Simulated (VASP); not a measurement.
# W (Pm-3n) in VASP: single point with r2SCAN

Aim: the single point of W with r2SCAN.

Program: VASP 6.6.1. These are calculated values, not measurements. Logs are shortened: lines on timing, memory, paths and dates and some standing lists are left out, and cuts for length are marked.

### Step 1. The cell of the first run

The structure is cubic, space group Pm-3n (No. 223). Conventional cell: a = 5.062 Å, b = 5.062 Å, c = 5.062 Å, α = 90.00°, β = 90.00°, γ = 90.00°. Within 3.3 Å of W (site symmetry -4m2) lie 14 W at 2.53 to 3.10 Å. W (site symmetry m-3) has 12 W at 2.83 Å within 3.7 Å.

### Step 2. Single point, r2SCAN

POSCAR reads:

```
W
1.0
    5.0622703800      0.0000000000      0.0000000000
    0.0000000000      5.0622703800      0.0000000000
    0.0000000000      0.0000000000      5.0622703800
W
8
Direct
    0.2500000000      0.0000000000      0.5000000000
    0.7500000000      0.0000000000      0.5000000000
    0.0000000000      0.5000000000      0.2500000000
    0.0000000000      0.5000000000      0.7500000000
    0.5000000000      0.7500000000      0.0000000000
    0.5000000000      0.2500000000      0.0000000000
    0.0000000000      0.0000000000      0.0000000000
    0.5000000000      0.5000000000      0.5000000000
```

INCAR.step1 reads:

```
SYSTEM = W
  PREC = Accurate
  ENCUT = 520
  ISMEAR = 0
  SIGMA = 0.1
  LREAL = .False.
  LASPH = .True.
  NELM = 60
  NBANDS = 66
  GGA = PE
  ALGO = Normal
  EDIFF = 1E-4
  LWAVE = .True.
  LCHARG = .False.
```

INCAR.step2 reads:

```
SYSTEM = W
  PREC = Accurate
  ENCUT = 520
  EDIFF = 1E-6
  ISMEAR = 0
  SIGMA = 0.1
  LREAL = .False.
  LASPH = .True.
  NELM = 60
  ALGO = Normal
  ISIF = 2
  LWAVE = .False.
  LCHARG = .False.
  METAGGA = R2SCAN
  LMIXTAU = .True.
  NBANDS = 66
  ISTART = 1
```

KPOINTS reads:

```
regular mesh
0
Gamma
  4 4 4
  0 0 0
```

Potentials or basis: VASP PAW PBE potentials, release 64 (W_sv).

On the command line:

```sh
> cat potpaw_PBE.64/W_sv/POTCAR > POTCAR
> cp INCAR.step1 INCAR
> mpirun -np 1 vasp_std > vasp.out
> cp INCAR.step2 INCAR
> mpirun -np 1 vasp_std > vasp.out
```

OUTCAR:

```text
SYSTEM = W
   PREC = Accurate
   ENCUT = 520
   EDIFF = 1E-6
   ISMEAR = 0
   LREAL = .False.
   LASPH = .True.
   NELM = 60
   ISIF = 2
   METAGGA = R2SCAN
   ISTART = 1

 ion  position               nearest neighbor table
   1  0.250  0.000  0.500-   2 2.53   2 2.53   8 2.83   7 2.83   8 2.83   7 2.83   4 3.10   5 3.10
                             6 3.10   5 3.10   3 3.10   4 3.10   6 3.10   3 3.10
   2  0.750  0.000  0.500-   1 2.53   1 2.53   8 2.83   7 2.83   8 2.83   7 2.83   4 3.10   5 3.10
                             6 3.10   5 3.10   3 3.10   4 3.10   6 3.10   3 3.10
   3  0.000  0.500  0.250-   4 2.53   4 2.53   8 2.83   7 2.83   7 2.83   8 2.83   1 3.10   5 3.10
                             1 3.10   2 3.10   6 3.10   5 3.10   6 3.10   2 3.10
   4  0.000  0.500  0.750-   3 2.53   3 2.53   8 2.83   7 2.83   7 2.83   8 2.83   1 3.10   5 3.10
                             1 3.10   2 3.10   6 3.10   5 3.10   6 3.10   2 3.10
   5  0.500  0.750  0.000-   6 2.53   6 2.53   8 2.83   8 2.83   7 2.83   7 2.83   3 3.10   1 3.10
                             2 3.10   4 3.10   1 3.10   3 3.10   4 3.10   2 3.10
   6  0.500  0.250  0.000-   5 2.53   5 2.53   8 2.83   8 2.83   7 2.83   7 2.83   3 3.10   1 3.10
                             2 3.10   4 3.10   1 3.10   3 3.10   4 3.10   2 3.10
   7  0.000  0.000  0.000-   1 2.83   2 2.83   3 2.83   4 2.83   5 2.83   6 2.83   1 2.83   2 2.83
                             3 2.83   4 2.83   5 2.83   6 2.83
   8  0.500  0.500  0.500-   1 2.83   2 2.83   3 2.83   4 2.83   5 2.83   6 2.83   5 2.83   6 2.83
                             1 2.83   2 2.83   3 2.83   4 2.83

  LATTYP: Found a simple cubic cell.
 ALAT       =     5.0622703800

  Lattice vectors:

 A1 = (   5.0622703800,   0.0000000000,   0.0000000000)
 A2 = (   0.0000000000,   5.0622703800,   0.0000000000)
 A3 = (   0.0000000000,   0.0000000000,   5.0622703800)

Analysis of symmetry for initial positions (statically):
=====================================================================
 Subroutine PRICEL returns:
 Original cell was already a primitive cell.

 Routine SETGRP: Setting up the symmetry group for a
 simple cubic supercell.

 Subroutine GETGRP returns: Found 48 space group operations
 (whereof 24 operations were pure point group operations)
 out of a pool of 48 trial point group operations.

The static configuration has the point symmetry T_h .
 The point group associated with its full space group is O_h .

Analysis of symmetry for dynamics (positions and initial velocities):
=====================================================================
 Subroutine PRICEL returns:
 Original cell was already a primitive cell.

 Routine SETGRP: Setting up the symmetry group for a
 simple cubic supercell.

 Subroutine GETGRP returns: Found 48 space group operations
 (whereof 24 operations were pure point group operations)
 out of a pool of 48 trial point group operations.

The dynamic configuration has the point symmetry T_h .
 The point group associated with its full space group is O_h .

 Subroutine INISYM returns: Found 48 space group operations
 (whereof 24 operations are pure point group operations),
 and found     1 'primitive' translations

----------------------------------------------------------------------------------------

                                     Primitive cell

  volume of cell :     129.7287

  direct lattice vectors                    reciprocal lattice vectors
     5.062270380  0.000000000  0.000000000     0.197539824  0.000000000  0.000000000
     0.000000000  5.062270380  0.000000000     0.000000000  0.197539824  0.000000000
     0.000000000  0.000000000  5.062270380     0.000000000  0.000000000  0.197539824

  length of vectors
     5.062270380  5.062270380  5.062270380     0.197539824  0.197539824  0.197539824

  position of ions in fractional coordinates (direct lattice)
     0.250000000  0.000000000  0.500000000
     0.750000000  0.000000000  0.500000000
     0.000000000  0.500000000  0.250000000
     0.000000000  0.500000000  0.750000000
     0.500000000  0.750000000  0.000000000
     0.500000000  0.250000000  0.000000000
     0.000000000  0.000000000  0.000000000
     0.500000000  0.500000000  0.500000000

  ion indices of the primitive-cell ions
   primitive index   ion index
                 1           1
                 2           2
                 3           3
                 4           4
                 5           5
                 6           6
                 7           7
                 8           8

----------------------------------------------------------------------------------------

 KPOINTS: regular mesh

Automatic generation of k-mesh.
 Grid dimensions read from file:
 generate k-points for:    4    4    4

 Generating k-lattice:

  Cartesian coordinates                     Fractional coordinates (reciprocal lattice)
     0.049384956  0.000000000  0.000000000     0.250000000  0.000000000  0.000000000
     0.000000000  0.049384956  0.000000000     0.000000000  0.250000000  0.000000000
     0.000000000  0.000000000  0.049384956     0.000000000  0.000000000  0.250000000

  Length of vectors
     0.049384956  0.049384956  0.049384956

  Shift w.r.t. Gamma in fractional coordinates (k-lattice)
     0.000000000  0.000000000  0.000000000

 Subroutine IBZKPT returns following result:
 ===========================================

 Found     10 irreducible k-points:

 Following reciprocal coordinates:
            Coordinates               Weight
  0.000000  0.000000  0.000000      1.000000
  0.250000  0.000000  0.000000      6.000000
  0.500000  0.000000  0.000000      3.000000
  0.250000  0.250000  0.000000     12.000000
  0.500000  0.250000  0.000000     12.000000
  0.500000  0.500000  0.000000      3.000000
  0.250000  0.250000  0.250000      8.000000
  0.500000  0.250000  0.250000     12.000000
  0.500000  0.500000  0.250000      6.000000
  0.500000  0.500000  0.500000      1.000000
   k-points           NKPTS =     10   k-points in BZ     NKDIM =     10   number of bands    NBANDS=     66
   number of dos      NEDOS =    301   number of ions     NIONS =      8
   total plane-waves  NPLWV =  64000
   dimension x,y,z NGX =    40 NGY =   40 NGZ =   40
   dimension x,y,z NGXF=    80 NGYF=   80 NGZF=   80
   ions per type =               8
   NGX,Y,Z   is equivalent  to a cutoff of  13.14, 13.14, 13.14 a.u.
   NGXF,Y,Z  is equivalent  to a cutoff of  26.27, 26.27, 26.27 a.u.
 SYSTEM =  W
   PREC   = accura    normal or accurate (medium, high low for compatibility)
   ISTART =      1    job   : 0-new  1-cont  2-samecut
   ICHARG =      0    charge: 1-file 2-atom 10-const
   ISPIN  =      1    spin polarized calculation?
   LNONCOLLINEAR =      F non collinear calculations
   LSORBIT =      F    spin-orbit coupling
   LASPH  =      T    aspherical Exc in radial PAW
   ENCUT  =  520.0 eV  38.22 Ry    6.18 a.u.   9.41  9.41  9.41*2*pi/ulx,y,z
   NELM   =     60;   NELMIN=  2; NELMDL=  0     # of ELM steps
   EDIFF  = 0.1E-05   stopping-criterion for ELM
   LREAL  =      F    real-space projection
   EDIFFG = 0.1E-04   stopping-criterion for IOM
   NSW    =      0    number of steps for IOM
   IBRION =     -1    ionic relax: 0-MD 1-quasi-New 2-CG
   NFREE  =      0    steps in history (QN), initial steepest desc. (CG)
   ISIF   =      2    stress and relaxation
   ISYM   =      2    0-nonsym 1-usesym 2-fastsym
   POTIM  = 0.5000    time-step for ionic-motion
   TEBEG  =    0.0;   TEEND  =   0.0 temperature during run
   PSTRESS=    0.0 pullay stress
   NELECT =     112.0000    total number of electrons
   NUPDOWN=      -1.0000    fix difference up-down
   EMIN   =  10.00;   EMAX   =-10.00  energy-range for DOS
   EFERMI =   0.00;   METHOD = LEGACY
   ISMEAR =     0;   SIGMA  =   0.10  broadening in eV -4-tet -1-fermi 0-gaus
   EFERMI_NEDOS =   21; number of points for ismear=-14 and -15
   IALGO  =     38    algorithm
   IMIX   =      4    mixing-type and parameters
     AMIX     =   0.40;   BMIX     =  1.00
     AMIX_MAG =   1.60;   BMIX_MAG =  1.00
  volume/ion in A,a.u.               =      16.22       109.43
  Fermi-wavevector in a.u.,A,eV,Ry     =   1.558842  2.945785 33.062010  2.429989
  Thomas-Fermi vector in A             =   2.662288
   LORBIT       =      0    0 simple, 1 ext, 2 COOP (PROOUT), +10 PAW based schemes
   METAGGA = R2SCAN    functional components
   LHFCALC =     F    Hartree Fock is set to
   AEXX    =    0.0000 exact exchange contribution
   IVDW    =     0    specifies the selected vdW correction
   LEPSILON=     F    determine dielectric tensor
   LRPA    =     F    only Hartree local field effects (RPA)
 non-spin polarized calculation
 Gauss-broadening in eV      SIGMA  =   0.10
  energy-cutoff  :      520.00
  volume of cell :      129.73
 maximum number of plane-waves:      3532
 NGX is ok and might be reduce to    40
   NGX = 19   NGY = 19   NGZ = 19

 number of electron     111.9999971 magnetization

 Free energy of the ion-electron system (eV)
  ---------------------------------------------------
  ext. energy  EPLUGINS =         0.00000000
  ---------------------------------------------------
  free energy    TOTEN  =      -409.95021038 eV

  energy without entropy =     -409.93110740  energy(sigma->0) =     -409.94065889

 E-fermi :  10.9128     XC(G=0): -14.7975

 val. band max:       10.8972917105   @ k =   0.2500   0.0000   0.0000
 cond. band min:      10.9355960853   @ k =   0.2500   0.0000   0.0000
 fundamental gap:      0.0383043748
 Fermi energy:        10.9128312760

 k-point     1 :       0.0000    0.0000    0.0000
  band No.  band energies     occupation
      1     -65.2528      2.00000
      2     -65.2010      2.00000
      3     -65.2010      2.00000
      4     -65.0455      2.00000
      5     -65.0455      2.00000
      6     -65.0455      2.00000
[... 58 lines left out ...]
     65      12.6363      0.00000
     66      13.9796      0.00000

 k-point     2 :       0.2500    0.0000    0.0000
  band No.  band energies     occupation
      1     -65.2399      2.00000
      2     -65.2055      2.00000
      3     -65.1830      2.00000
      4     -65.0710      2.00000
      5     -65.0455      2.00000
      6     -65.0455      2.00000
[... 610 lines left out ...]
     65      13.9964      0.00000
     66      13.9964      0.00000

------------------------ aborting loop because EDIFF is reached ----------------------------------------

  FORCE on cell =-STRESS in cart. coord.  units (eV):
  Direction    XX          YY          ZZ          XY          YZ          ZX
  --------------------------------------------------------------------------------------
  -------------------------------------------------------------------------------------
  Total       -0.7164021     -0.7164021     -0.7164021     -0.0000000      0.0000000      0.0000000
  in kB       -8.8477212     -8.8477212     -8.8477212     -0.0000000      0.0000000      0.0000000
  external PRESSURE =      -8.8477212 kB  Pullay stress =       0.0000000 kB

 VOLUME and BASIS-vectors are now :
 -----------------------------------------------------------------------------
  energy-cutoff  :      520.00
  volume of cell :      129.73
      direct lattice vectors                 reciprocal lattice vectors
     5.062270380  0.000000000  0.000000000     0.197539824  0.000000000  0.000000000
     0.000000000  5.062270380  0.000000000     0.000000000  0.197539824  0.000000000
     0.000000000  0.000000000  5.062270380     0.000000000  0.000000000  0.197539824

 POSITION                                       TOTAL-FORCE (eV/Angst)
 -----------------------------------------------------------------------------------
      1.26557      0.00000      2.53114        -0.000000      0.000000     -0.000000
      3.79670      0.00000      2.53114         0.000000     -0.000000      0.000000
      0.00000      2.53114      1.26557         0.000000      0.000000     -0.000000
      0.00000      2.53114      3.79670         0.000000      0.000000     -0.000000
      2.53114      3.79670      0.00000        -0.000000     -0.000000     -0.000000
      2.53114      1.26557      0.00000         0.000000     -0.000000     -0.000000
      0.00000      0.00000      0.00000        -0.000000     -0.000000     -0.000000
      2.53114      2.53114      2.53114        -0.000000     -0.000000     -0.000000
 -----------------------------------------------------------------------------------
    total drift:                               -0.000000     -0.000000      0.000000

  FREE ENERGIE OF THE ION-ELECTRON SYSTEM (eV)
  ---------------------------------------------------
  free  energy   TOTEN  =      -409.9502103752 eV

  energy  without entropy=     -409.9311073999  energy(sigma->0) =     -409.94065889
```

Wall time 2.6 min (1 thread of Intel Xeon 6975P-C (Granite Rapids), shared host); peak memory 0.27 GiB.

What came out:

* Free energy: -409.9502 eV
* Pressure: -0.9 GPa
* Band gap on the k mesh: zero (band 56 reaches 11.06 eV, above the bottom of band 57 at 10.33 eV)

Caveat: the PAW data sets were made with another functional, which shifts forces and pressure a little; spin-orbit coupling is left out, which moves the levels of the heavy elements.
